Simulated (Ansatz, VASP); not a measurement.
## Two plane-wave programs on Fe

Contents of POSCAR:

```
Fe
1.0
   -1.3650158249      1.3650158249      1.3650158249
    1.3650158249     -1.3650158249      1.3650158249
    1.3650158249      1.3650158249     -1.3650158249
Fe
1
Direct
    0.0000000000      0.0000000000      0.0000000000
```

File INCAR.step1:

```
SYSTEM = Fe
ALGO = Normal
EDIFF = 1E-4
ENCUT = 520
GGA = PE
GGA_COMPAT = .FALSE.
ISMEAR = -1
LASPH = .TRUE.
LCHARG = .FALSE.
LMAXMIX = 4
LREAL = .FALSE.
LSORBIT = .TRUE.
LWAVE = .TRUE.
MAGMOM = 0 0 0
NBANDS = 19
NELM = 150
PREC = Accurate
SIGMA = 0.1
```

File INCAR.step2:

```
SYSTEM = Fe
ALGO = Normal
EDIFF = 1E-6
ENCUT = 520
GGA_COMPAT = .FALSE.
ISIF = 2
ISMEAR = -1
ISTART = 1
LASPH = .TRUE.
LCHARG = .TRUE.
LMAXMIX = 4
LMIXTAU = .TRUE.
LORBIT = 11
LORBMOM = .TRUE.
LREAL = .FALSE.
LSORBIT = .TRUE.
LVHAR = .TRUE.
LWAVE = .FALSE.
MAGMOM = 0 0 0
METAGGA = R2SCAN
NBANDS = 19
NELM = 150
PREC = Accurate
SIGMA = 0.1
```

The input KPOINTS:

```
k-points
0
G
  16 16 16
  0 0 0
```

Input for Ansatz:

```yaml
crystal:
  lattice:
    - [-1.3650158249, 1.3650158249, 1.3650158249]
    - [1.3650158249, -1.3650158249, 1.3650158249]
    - [1.3650158249, 1.3650158249, -1.3650158249]
  atoms:
    - { symbol: Fe, position: [0.0, 0.0, 0.0] }
hamiltonian:
  xc: r2scan
  pseudopotentials:
    kind: paw_fr
    azcp:
      Fe: "pseudopotentials/Fe.paw.azcp"
basis:
  ecutwfc: 500
  fft_grid_basis: typed
kpoints:
  mp_grid: { grid: [16, 16, 16], shift: [0, 0, 0] }
magnetization:
  noncollinear: true
  spin_orbit: true
scf:
  occupations: { method: fermi_dirac, width: 0.1 }
```

Alike in both runs: task single point; functional r2SCAN; k mesh 16 × 16 × 16; occupations fermi-dirac, width 0.1 eV; non-collinear spin, spin-orbit coupling.

|  | VASP | Ansatz |
| --- | --- | --- |
| version | VASP 6.6.1 | Ansatz 0.2.0 |
| potentials or method | VASP PAW PBE potentials, release 64 (Fe), cutoff 520 eV | plane waves (500 eV) with PAW, fully relativistic with spin-orbit coupling |
| valence electrons in the cell | 8 | 16 |

```csv
,VASP,Ansatz,Ansatz less VASP
net moment per atom (μB),0.00,0.00,0.000
```

VASP's potentials were made for PBE, not for r2SCAN. VASP's potentials hold 8 valence electrons a cell and Ansatz's 16, so a difference there can come from the potentials and not from the codes.
